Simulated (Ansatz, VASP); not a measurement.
Sr in VASP and in Ansatz

```
CELL_PARAMETERS angstrom
3.47138 0.00000 0.00000
-1.73569 3.00631 0.00000
0.00000 0.00000 3.16243
ATOMIC_POSITIONS crystal
Sr 0.00000 0.00000 0.00000
```

Change from the starting cell: volume scaled by 0.6, LAPW.

Alike in both runs: task single point; functional PBE; k mesh 11 × 11 × 10; occupations fermi-dirac, width 0.05 eV; no spin polarisation.

|  | VASP | Ansatz |
| --- | --- | --- |
| version | VASP 6.6.1 | Ansatz 0.2.0 |
| potentials or method | VASP PAW PBE potentials, release 64 (Sr_sv), cutoff 520 eV | all-electron LAPW, scalar-relativistic |

Ansatz gave:

- pressure (GPa): 11.5
- traceless stress, the component that is largest in VASP (GPa): 0.21

Q: Which values does VASP return?

A: Pressure (GPa): 11.6; traceless stress, the component that is largest in VASP (GPa): 0.26.

Ansatz ran all-electron here, and VASP with PAW potentials.
